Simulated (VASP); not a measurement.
# SiSe (P-6m2) in VASP: settings compared

Aim: see how the results for SiSe move with the level of theory and the settings. Levels: r2SCAN-based global hybrid with 35 % exact exchange, r2SCAN-based global hybrid with 50 % exact exchange. Tasks: single point.

All numbers are computed with VASP 6.6.1; they aren't measurements. Logs are shortened: lines on timing, memory, paths and dates and some standing lists are left out, and cuts for length are marked.

## Step 1: The cell of the first run

Symmetry: P-6m2, No. 187, hexagonal system. Conventional cell: a = 3.595 Å, b = 3.595 Å, c = 3.599 Å, α = 90.00°, β = 90.00°, γ = 120.00°. Si (site symmetry -6m2) has 6 Se at 2.75 Å and 8 Si at 3.60 Å within 3.6 Å. Se (site symmetry -6m2) has 6 Si at 2.75 Å and 8 Se at 3.60 Å within 3.6 Å.

## Step 2: Single point, r2SCAN-based global hybrid with 35 % exact exchange

File POSCAR:

```
SiSe
1.0
    3.5952000000      0.0000000000      0.0000000000
   -1.7976000000      3.1135300000      0.0000000000
    0.0000000000      0.0000000000      3.5987300000
Si Se
1 1
Direct
    0.6666700000      0.3333300000      0.5000000000
    0.0000000000      0.0000000000      0.0000000000
```

File INCAR.step1:

```
  PREC = Accurate
  ENCUT = 520
  EDIFF = 1E-5
  ISMEAR = -1
  SIGMA = 0.05
  LREAL = False
  LASPH = True
  NELM = 100
  ALGO = Normal
  ISIF = 2
  LWAVE = True
  LCHARG = False
  GGA = PE
  NBANDS = 12
```

File INCAR.step2:

```
  PREC = Accurate
  ENCUT = 520
  EDIFF = 1E-6
  ISMEAR = -1
  SIGMA = 0.05
  LREAL = False
  LASPH = True
  NELM = 100
  ALGO = Normal
  ISIF = 2
  LWAVE = False
  LCHARG = False
  METAGGA = R2SCAN
  LHFCALC = True
  AEXX = 0.35
  LMIXTAU = True
  PRECFOCK = Normal
  ISTART = 1
  NBANDS = 12
```

File KPOINTS:

```
Automatic mesh
0
Gamma
  5 5 4
```

Potentials or basis: VASP PAW PBE potentials, release 64 (Si, Se).

Launch:

```bash
cat potpaw_PBE.64/Si/POTCAR potpaw_PBE.64/Se/POTCAR > POTCAR
cp INCAR.step1 INCAR
mpirun -np 1 vasp_std > vasp.out
cp INCAR.step2 INCAR
mpirun -np 1 vasp_std > vasp.out
```

OUTCAR:

```text
PREC = Accurate
   ENCUT = 520
   EDIFF = 1E-6
   ISMEAR = -1
   LREAL = False
   LASPH = True
   NELM = 100
   ISIF = 2
   METAGGA = R2SCAN
   LHFCALC = True
   AEXX = 0.35
   PRECFOCK = Normal
   ISTART = 1

 ion  position               nearest neighbor table
   1  0.667  0.333  0.500-   2 2.75   2 2.75   2 2.75   2 2.75   2 2.75   2 2.75
   2  0.000  0.000  0.000-   1 2.75   1 2.75   1 2.75   1 2.75   1 2.75   1 2.75

  LATTYP: Found a hexagonal cell.
 ALAT       =     3.5952000000
 C/A-ratio  =     1.0009818647

  Lattice vectors:

 A1 = (   3.5952000000,   0.0000000000,   0.0000000000)
 A2 = (  -1.7976000000,   3.1135300000,   0.0000000000)
 A3 = (   0.0000000000,   0.0000000000,   3.5987300000)

Analysis of symmetry for initial positions (statically):
=====================================================================
 Subroutine PRICEL returns:
 Original cell was already a primitive cell.

 Routine SETGRP: Setting up the symmetry group for a
 hexagonal supercell.

 Subroutine GETGRP returns: Found  4 space group operations
 (whereof  4 operations were pure point group operations)
 out of a pool of 24 trial point group operations.

The static configuration has the point symmetry C_2v.

Analysis of symmetry for dynamics (positions and initial velocities):
=====================================================================
 Subroutine PRICEL returns:
 Original cell was already a primitive cell.

 Routine SETGRP: Setting up the symmetry group for a
 hexagonal supercell.

 Subroutine GETGRP returns: Found  4 space group operations
 (whereof  4 operations were pure point group operations)
 out of a pool of 24 trial point group operations.

The dynamic configuration has the point symmetry C_2v.

 Subroutine INISYM returns: Found  4 space group operations
 (whereof  4 operations are pure point group operations),
 and found     1 'primitive' translations

----------------------------------------------------------------------------------------

                                     Primitive cell

  volume of cell :      40.2833

  direct lattice vectors                    reciprocal lattice vectors
     3.595200000  0.000000000  0.000000000     0.278148643  0.160589427  0.000000000
    -1.797600000  3.113530000  0.000000000     0.000000000  0.321178855  0.000000000
     0.000000000  0.000000000  3.598730000     0.000000000  0.000000000  0.277875806

  length of vectors
     3.595200000  3.595196075  3.598730000     0.321178504  0.321178855  0.277875806

  position of ions in fractional coordinates (direct lattice)
     0.666670000  0.333330000  0.500000000
     0.000000000  0.000000000  0.000000000

  ion indices of the primitive-cell ions
   primitive index   ion index
                 1           1
                 2           2

----------------------------------------------------------------------------------------

 KPOINTS: Automatic mesh

Automatic generation of k-mesh.
 Grid dimensions read from file:
 generate k-points for:    5    5    4

 Generating k-lattice:

  Cartesian coordinates                     Fractional coordinates (reciprocal lattice)
     0.055629729  0.032117885  0.000000000     0.200000000  0.000000000  0.000000000
     0.000000000  0.064235771  0.000000000     0.000000000  0.200000000  0.000000000
     0.000000000  0.000000000  0.069468952     0.000000000  0.000000000  0.250000000

  Length of vectors
     0.064235701  0.064235771  0.069468952

  Shift w.r.t. Gamma in fractional coordinates (k-lattice)
     0.000000000  0.000000000  0.000000000

 Subroutine IBZKPT returns following result:
 ===========================================

 Found     27 irreducible k-points:

 Following reciprocal coordinates:
            Coordinates               Weight
  0.000000  0.000000  0.000000      1.000000
  0.200000 -0.000000  0.000000      4.000000
 -0.200000  0.200000  0.000000      2.000000
  0.400000 -0.000000  0.000000      4.000000
 -0.400000  0.400000  0.000000      2.000000
  0.200000  0.200000  0.000000      2.000000
[... 16 lines left out ...]
 -0.400000  0.400000  0.500000      2.000000
  0.200000  0.200000  0.500000      2.000000
 [... further k-points ...]
   k-points           NKPTS =     27   k-points in BZ     NKDIM =    100   number of bands    NBANDS=     12
   number of dos      NEDOS =    301   number of ions     NIONS =      2
   total plane-waves  NPLWV =  21952
   dimension x,y,z NGX =    28 NGY =   28 NGZ =   28
   dimension x,y,z NGXF=    56 NGYF=   56 NGZF=   56
   ions per type =               1   1
   NGX,Y,Z   is equivalent  to a cutoff of  12.95, 12.95, 12.93 a.u.
   NGXF,Y,Z  is equivalent  to a cutoff of  25.90, 25.90, 25.87 a.u.
 SYSTEM =  unknown system
   PREC   = accura    normal or accurate (medium, high low for compatibility)
   ISTART =      1    job   : 0-new  1-cont  2-samecut
   ICHARG =      0    charge: 1-file 2-atom 10-const
   ISPIN  =      1    spin polarized calculation?
   LNONCOLLINEAR =      F non collinear calculations
   LSORBIT =      F    spin-orbit coupling
   LASPH  =      T    aspherical Exc in radial PAW
   ENCUT  =  520.0 eV  38.22 Ry    6.18 a.u.   6.68  6.68  6.69*2*pi/ulx,y,z
   NELM   =    100;   NELMIN=  2; NELMDL=  0     # of ELM steps
   EDIFF  = 0.1E-05   stopping-criterion for ELM
   LREAL  =      F    real-space projection
   EDIFFG = 0.1E-04   stopping-criterion for IOM
   NSW    =      0    number of steps for IOM
   IBRION =     -1    ionic relax: 0-MD 1-quasi-New 2-CG
   NFREE  =      0    steps in history (QN), initial steepest desc. (CG)
   ISIF   =      2    stress and relaxation
   ISYM   =      3    0-nonsym 1-usesym 2-fastsym
   POTIM  = 0.5000    time-step for ionic-motion
   TEBEG  =    0.0;   TEEND  =   0.0 temperature during run
   PSTRESS=    0.0 pullay stress
   NELECT =      10.0000    total number of electrons
   NUPDOWN=      -1.0000    fix difference up-down
   EMIN   =  10.00;   EMAX   =-10.00  energy-range for DOS
   EFERMI =   0.00;   METHOD = LEGACY
   ISMEAR =    -1;   SIGMA  =   0.05  broadening in eV -4-tet -1-fermi 0-gaus
   EFERMI_NEDOS =   21; number of points for ismear=-14 and -15
   IALGO  =     38    algorithm
   IMIX   =      1    mixing-type and parameters
     AMIX     =   0.40;   BMIX     =  1.00
     AMIX_MAG =   1.60;   BMIX_MAG =  1.00
  volume/ion in A,a.u.               =      20.14       135.92
  Fermi-wavevector in a.u.,A,eV,Ry     =   1.028884  1.944309 14.403156  1.058602
  Thomas-Fermi vector in A             =   2.162903
   LORBIT       =      0    0 simple, 1 ext, 2 COOP (PROOUT), +10 PAW based schemes
   METAGGA = R2SCAN    functional components
   LHFCALC =     T    Hartree Fock is set to
   PRECFOCK=normal    Normal, Fast or Accurate (Low or Medium for compatibility)
   ENCUT4O =  -1.0   cutoff for four orbital integrals eV
   NKREDX  =     1    reduce k-point grid by
   NKREDY  =     1    reduce k-point grid by
   NKREDZ  =     1    reduce k-point grid by
   AEXX    =    0.3500 exact exchange contribution
   HFSCREEN=    0.0000 screening length (either q_TF or 0.3 A-1)
   HFSCREENC=   0.0000 screening length for correlation (either q_TF or 0.3 A-1)
   ENCUTFOCK=  -1.0 apply spherical cutoff to Coloumb kernel
   IVDW    =     0    specifies the selected vdW correction
   LEPSILON=     F    determine dielectric tensor
   LRPA    =     F    only Hartree local field effects (RPA)
 non-spin polarized calculation
  energy-cutoff  :      520.00
  volume of cell :       40.28
 maximum number of plane-waves:      1097
  NGX = 24; NGY = 24; NGZ = 24

 number of electron      10.0000000 magnetization

 Free energy of the ion-electron system (eV)
  ---------------------------------------------------
  ext. energy  EPLUGINS =         0.00000000
  ---------------------------------------------------
  free energy    TOTEN  =       -21.48080803 eV

  energy without entropy =      -21.47736592  energy(sigma->0) =      -21.47908698

 E-fermi :   6.5083     XC(G=0):  -7.3579

 val. band max:        5.8068794982   @ k =   0.4000   0.4000   0.0000
 cond. band min:       6.6278656612   @ k =  -0.2000   0.2000   0.2500
 fundamental gap:      0.8209861630
 Fermi energy:         6.5083020622

 k-point     1 :       0.0000    0.0000    0.0000
  band No.  band energies     occupation
      1     -12.7590      2.00000
      2      -0.0620      2.00000
      3       0.8098      2.00000
      4       2.9576      2.00000
      5       2.9577      2.00000
      6      10.1812      0.00000
      7      10.1813      0.00000
      8      10.8557      0.00000
      9      14.7490      0.00000
     10      15.8065      0.00000
     11      18.8413      0.00000
     12      18.8415      0.00000

 k-point     2 :       0.2000   -0.0000    0.0000
  band No.  band energies     occupation
      1     -12.2694      2.00000
      2      -1.9602      2.00000
      3       1.3564      2.00000
      4       2.1439      2.00000
      5       3.1279      2.00000
      6       8.9398      0.00000
      7      11.5678      0.00000
      8      12.4635      0.00000
      9      13.0667      0.00000
     10      15.7780      0.00000
     11      18.5465      0.00000
     12      18.5665      0.00000

 k-point     3 :      -0.2000    0.2000    0.0000
  band No.  band energies     occupation
      1     -12.2694      2.00000
      2      -1.9602      2.00000
      3       1.3564      2.00000
      4       2.1439      2.00000
      5       3.1279      2.00000
      6       8.9398      0.00000
      7      11.5678      0.00000
      8      12.4634      0.00000
      9      13.0668      0.00000
     10      15.7778      0.00000
     11      18.5466      0.00000
     12      18.5665      0.00000
[... 286 lines left out ...]
 k-point    23 :      -0.4000    0.4000    0.5000
  band No.  band energies     occupation
      1     -10.0971      2.00000
      2      -4.1190      2.00000
      3      -1.5817      2.00000
      4      -0.0214      2.00000
      5       2.9360      2.00000
      6       7.9112      0.00000
      7       9.9200      0.00000
      8       9.9918      0.00000
      9      18.2265      0.00000
     10      18.7307      0.00000
     11      21.0052      0.00000
     12      21.4194      0.00000

 k-point    24 :       0.2000    0.2000    0.5000
  band No.  band energies     occupation
      1     -10.2856      2.00000
      2      -4.6682      2.00000
      3      -0.6950      2.00000
      4       1.3586      2.00000
      5       2.1384      2.00000
      6       5.3822      2.00000
      7      11.8968      0.00000
      8      12.7756      0.00000
      9      15.4315      0.00000
     10      16.5265      0.00000
     11      20.2200      0.00000
     12      20.4168      0.00000

 [... further k-points ...]

------------------------ aborting loop because EDIFF is reached ----------------------------------------

  FORCE on cell =-STRESS in cart. coord.  units (eV):
  Direction    XX          YY          ZZ          XY          YZ          ZX
  --------------------------------------------------------------------------------------
  -------------------------------------------------------------------------------------
  Total       -0.8780886     -0.8779147     -0.9557925      0.0001484      0.0000000      0.0000000
  in kB      -34.9239637    -34.9170469    -38.0144615      0.0059022      0.0000000      0.0000000
  external PRESSURE =     -35.9518240 kB  Pullay stress =       0.0000000 kB

 VOLUME and BASIS-vectors are now :
 -----------------------------------------------------------------------------
  energy-cutoff  :      520.00
  volume of cell :       40.28
      direct lattice vectors                 reciprocal lattice vectors
     3.595200000  0.000000000  0.000000000     0.278148643  0.160589427  0.000000000
    -1.797600000  3.113530000  0.000000000     0.000000000  0.321178855  0.000000000
     0.000000000  0.000000000  3.598730000     0.000000000  0.000000000  0.277875806

 POSITION                                       TOTAL-FORCE (eV/Angst)
 -----------------------------------------------------------------------------------
      1.79762      1.03783      1.79937        -0.000022      0.000012      0.000000
      0.00000      0.00000      0.00000         0.000022     -0.000012      0.000000
 -----------------------------------------------------------------------------------
    total drift:                                0.000005      0.000009     -0.000000

  FREE ENERGIE OF THE ION-ELECTRON SYSTEM (eV)
  ---------------------------------------------------
  free  energy   TOTEN  =       -21.4808080297 eV

  energy  without entropy=      -21.4773659232  energy(sigma->0) =      -21.47908698
```

Run time: 35 min. Hardware: 1 thread of Intel Xeon 8259CL, shared host; peak memory 0.18 GiB.

What came out:

| Quantity | Value |
| --- | --- |
| Free energy | -21.4808 eV |
| Pressure | -3.6 GPa |
| Band gap on the k mesh | zero (bands 5 and 6 overlap by 4.61 eV) |

Caveat: the k points lie up to 0.44 Å⁻¹ apart, too coarse for converged energies and pressures of a metal; the PAW data sets were made with another functional, which shifts forces and pressure a little.

## Step 3: Single point, r2SCAN-based global hybrid with 50 % exact exchange

POSCAR is that of step 2.

File INCAR.step1:

```
SYSTEM = SiSe
ALGO     = Normal         ! electronic algorithm
EDIFF    = 1E-5           ! SCF threshold, eV
ENCUT    = 520            ! plane-wave cutoff, eV
GGA      = PE             ! functional
ISIF     = 2              ! what is computed and relaxed
ISMEAR   = -1             ! smearing method
LASPH    = .TRUE.         ! aspherical terms in the spheres
LCHARG   = .FALSE.        ! write CHGCAR
LREAL    = .FALSE.        ! projectors in reciprocal space
LWAVE    = .TRUE.         ! write WAVECAR
NBANDS   = 12             ! bands
NELM     = 100            ! most SCF steps
PREC     = Accurate       ! precision mode
SIGMA    = 0.05           ! smearing width, eV
```

File INCAR.step2:

```
SYSTEM = SiSe
AEXX     = 0.5            ! exact-exchange fraction
ALGO     = Normal         ! electronic algorithm
EDIFF    = 1E-7           ! SCF threshold, eV
ENCUT    = 520            ! plane-wave cutoff, eV
ISIF     = 2              ! what is computed and relaxed
ISMEAR   = -1             ! smearing method
ISTART   = 1            
LASPH    = .TRUE.         ! aspherical terms in the spheres
LCHARG   = .FALSE.        ! write CHGCAR
LHFCALC  = .TRUE.         ! exact exchange
LMIXTAU  = .TRUE.       
LREAL    = .FALSE.        ! projectors in reciprocal space
LWAVE    = .FALSE.        ! write WAVECAR
METAGGA  = R2SCAN         ! meta-GGA
NBANDS   = 12             ! bands
NELM     = 100            ! most SCF steps
PREC     = Accurate       ! precision mode
PRECFOCK = Normal       
SIGMA    = 0.05           ! smearing width, eV
```

File KPOINTS:

```
k-points
0
G
  5 5 4
  0 0 0
```

Potentials or basis: VASP PAW PBE potentials, release 64 (Si, Se).

Launch:

```bash
cat potpaw_PBE.64/Si/POTCAR potpaw_PBE.64/Se/POTCAR > POTCAR
cp INCAR.step1 INCAR
mpirun -np 1 vasp_std > vasp.out
cp INCAR.step2 INCAR
mpirun -np 1 vasp_std > vasp.out
```

It took 81 min on 1 thread of Intel Xeon 8259CL, shared host; peak memory 0.18 GiB.

It converged, with:

```yaml
Free_energy: -21.1045 eV
Pressure: -4.6 GPa
Largest_force: 0.005 eV/Å
Band_gap_on_the_k_mesh: zero (bands 5 and 6 overlap by 5.23 eV)
```

Forces in eV/Å, atoms in the order of the input:
```
Si   0.004 -0.003  0.000
Se  -0.004  0.003  0.000
```

Stress tensor (GPa, compression positive):
```
-4.54  0.11  0.00
 0.11 -4.41  0.00
 0.00  0.00 -4.88
```

Levels at points of the mesh, in eV from the Fermi level:
```
           k point  band 3  band 4  band 5  band 6  band 7  band 8
(0.00, 0.00, 0.00)   -6.20   -3.98   -3.98    4.17    4.18    4.73
(0.00, 0.00, 0.50)   -2.67   -2.65    2.67    2.84    3.91    3.92
```

Caveat: the k points lie up to 0.44 Å⁻¹ apart, too coarse for converged energies and pressures of a metal; the PAW data sets were made with another functional, which shifts forces and pressure a little.

The gap in the log of VASP goes by the Fermi energy; the results here count the filled bands.